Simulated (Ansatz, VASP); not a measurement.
**Sn2F in VASP and in Ansatz**

```
Sn F
1.0
     5.42137    0.00000    0.00000
     0.00000    5.42137    0.00000
     0.00000    0.00000    5.42137
Sn F
4 2
Direct
  0.25000 0.25000 0.25000
  0.25000 0.75000 0.75000
  0.75000 0.75000 0.25000
  0.75000 0.25000 0.75000
  0.00000 0.00000 0.00000
  0.50000 0.50000 0.50000
```

Alike in both runs: functional PBE; k mesh 4 × 4 × 4; occupations gaussian, width 0.1 eV; no spin polarisation.

Ansatz relaxed the structure, and its values are those at the end. VASP's run is a single point on that final structure, the one shown.

```csv
,VASP,Ansatz
version,VASP 6.6.1,Ansatz 0.2.0
potentials or method,"VASP PAW PBE potentials, release 64 (Sn_d, F), cutoff 520 eV","scalar-relativistic, plane waves, PAW"
valence electrons in the cell,70,70
```

VASP gave:

```
gap on the k mesh at the Fermi level (eV) : none
pressure (GPa)                            : 0.3
```

Q: What did Ansatz give for the same quantities?

A: gap on the k mesh at the Fermi level (eV): none; pressure (GPa): 0.4.

A gap of «none» marks a metal or a gap that the smearing closes.
